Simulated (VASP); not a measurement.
Ta, 2 atoms in the cell. It takes space group P6_3/mmc (No. 194, hexagonal). The conventional cell has a = 2.886 Å, b = 2.886 Å, c = 5.140 Å, α = 90.00°, β = 90.00°, γ = 120.00°. Ta (site symmetry -6m2) has 12 Ta at 2.89 to 3.06 Å within 3.8 Å. 

```yaml
Program: VASP 6.6.1
Task: single point
Functional: r2SCAN
Potentials_or_basis: VASP PAW PBE potentials, release 64 (Ta_pv)
Cutoff: 520 eV
k_mesh: 11 × 11 × 6
Occupations: fermi-dirac, width 0.15 eV
Spin: no spin polarisation
Dipole_correction: no
Further_INCAR_settings: ALGO = Normal; EDIFF = 1e-06; NBANDS = 18
```

Potentials or basis: VASP PAW PBE potentials, release 64 (Ta_pv).

Launch:

```console
$ cat potpaw_PBE.64/Ta_pv/POTCAR > POTCAR
$ cp INCAR.step1 INCAR
$ mpirun -np 1 vasp_std > vasp.out
$ cp INCAR.step2 INCAR
$ mpirun -np 1 vasp_std > vasp.out
```

Hardware: 1 thread of Intel Xeon 6975P-C (shared host).

Problem. Estimate the wall time of this run.

Solution. Wall time 110 s on 1 thread of Intel Xeon 6975P-C, with other jobs on the host, peak memory 0.19 GiB. Counts: k points 64.
